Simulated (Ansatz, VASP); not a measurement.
## Two plane-wave programs on Bi2Te3

INCAR

```
PREC     = Accurate       # precision mode
ENCUT    = 520            # plane-wave cutoff, eV
EDIFF    = 1E-6           # SCF threshold, eV
ISMEAR   = 0              # smearing method
SIGMA    = 0.02           # smearing width, eV
LREAL    = False          # projectors in reciprocal space
LASPH    = True           # aspherical terms in the spheres
NELM     = 100            # most SCF steps
ALGO     = Normal         # electronic algorithm
ISIF     = 2              # what is computed and relaxed
LWAVE    = False          # write WAVECAR
LCHARG   = True           # write CHGCAR
LDIPOL   = True         
IDIPOL   = 3            
DIPOL    = 0.5 0.5 0.500
GGA      = PE             # functional
IVDW     = 12             # dispersion correction
LELF     = True           # ELF
LVHAR    = True         
LVACPOTAV= True         
NBANDS   = 59             # bands
```

Contents of KPOINTS:

```
regular mesh
0
Gamma
  9 9 1
```

Contents of POSCAR:

```
Bi2Te3
1.0
    4.3693929082      0.0000000000      0.0000000000
   -2.1846964541      3.7840052576      0.0000000000
    0.0000000000      0.0000000000     61.2372151650
Te Bi
6 4
Direct
    0.0000000000      0.0000000000      0.3555927863
    0.6666666667      0.3333333333      0.4171422965
    0.3333333333      0.6666666667      0.4787590986
    0.6666666667      0.3333333333      0.5212409014
    0.3333333333      0.6666666667      0.5828577035
    0.0000000000      0.0000000000      0.6444072137
    0.3333333333      0.6666666667      0.3838366543
    0.0000000000      0.0000000000      0.4503204745
    0.0000000000      0.0000000000      0.5496795255
    0.6666666667      0.3333333333      0.6161633457
```

Input for Ansatz:

```yaml
crystal:
  lattice:
    - [4.3693929082, 0.0, 0.0]
    - [-2.1846964541, 3.7840052576, 0.0]
    - [0.0, 0.0, 61.237215165]
  atoms:
    - { symbol: Te, position: [0.0, 0.0, 0.3555927863] }
    - { symbol: Bi, position: [0.3333333333, 0.6666666667, 0.3838366543] }
    - { symbol: Te, position: [0.6666666667, 0.3333333333, 0.4171422965] }
    - { symbol: Bi, position: [0.0, 0.0, 0.4503204745] }
    - { symbol: Te, position: [0.3333333333, 0.6666666667, 0.4787590986] }
    - { symbol: Te, position: [0.6666666667, 0.3333333333, 0.5212409014] }
    - { symbol: Bi, position: [0.0, 0.0, 0.5496795255] }
    - { symbol: Te, position: [0.3333333333, 0.6666666667, 0.5828577035] }
    - { symbol: Bi, position: [0.6666666667, 0.3333333333, 0.6161633457] }
    - { symbol: Te, position: [0.0, 0.0, 0.6444072137] }
  periodic: [true, true, false]
basis:
  ecutwfc: 420
kpoints:
  mp_grid: { grid: [9, 9, 1] }
  band_path:
    path:
      - [0.0, 0.0, 0.0]
      - [0.05, 0.0, 0.0]
      - [0.1, 0.0, 0.0]
      - [0.15, 0.0, 0.0]
      - [0.2, 0.0, 0.0]
      - [0.25, 0.0, 0.0]
      - [0.3, 0.0, 0.0]
      - [0.35, 0.0, 0.0]
      - [0.4, 0.0, 0.0]
      - [0.45, 0.0, 0.0]
      - [0.5, 0.0, 0.0]
      - [0.4833333333, 0.0333333333, 0.0]
      - [0.4666666667, 0.0666666667, 0.0]
      - [0.45, 0.1, 0.0]
      - [0.4333333333, 0.1333333333, 0.0]
      - [0.4166666667, 0.1666666667, 0.0]
      - [0.4, 0.2, 0.0]
      - [0.3833333333, 0.2333333333, 0.0]
      - [0.3666666667, 0.2666666667, 0.0]
      - [0.35, 0.3, 0.0]
      - [0.3333333333, 0.3333333333, 0.0]
      - [0.3, 0.3, 0.0]
      - [0.2666666667, 0.2666666667, 0.0]
      - [0.2333333333, 0.2333333333, 0.0]
      - [0.2, 0.2, 0.0]
      - [0.1666666667, 0.1666666667, 0.0]
      - [0.1333333333, 0.1333333333, 0.0]
      - [0.1, 0.1, 0.0]
      - [0.0666666667, 0.0666666667, 0.0]
      - [0.0333333333, 0.0333333333, 0.0]
      - [-0.039062, 0.018229, 0.0]
    npoints: 1
hamiltonian:
  xc: pbe
  dispersion: d3bj
scf:
  occupations: { method: gaussian, width: 0.02 }
  n_extra_bands: 6
output:
  forces: true
  stress: true
  eigenvalues: true
  write_density: true
  write_potential: true
  elf: true
  volumetric_format: npy
```

Alike in both runs: task single point; functional PBE; dispersion D3(BJ); k mesh 9 × 9 × 1; occupations gaussian, width 0.02 eV; no spin polarisation.

```csv
,VASP,Ansatz
version,VASP 6.6.1,Ansatz 0.2.0
potentials or method,"VASP PAW PBE potentials, release 64 (Te, Bi_d), cutoff 520 eV","scalar-relativistic, plane waves, PAW"
valence electrons in the cell,96,156
```

```tsv
	VASP	Ansatz	Ansatz less VASP
gap on the k mesh at the Fermi level (eV)	0.57	0.59	+0.015
least direct gap on the mesh (eV)	0.57	0.59	+0.015
rms of the force components (eV/Å)	0.004	0.001	-0.0040
```

VASP's potentials hold 96 valence electrons a cell and Ansatz's 156, so a difference there can come from the potentials and not from the codes. Ansatz's warnings: xc potential rough in thin density.

Neither program's run includes spin-orbit coupling.
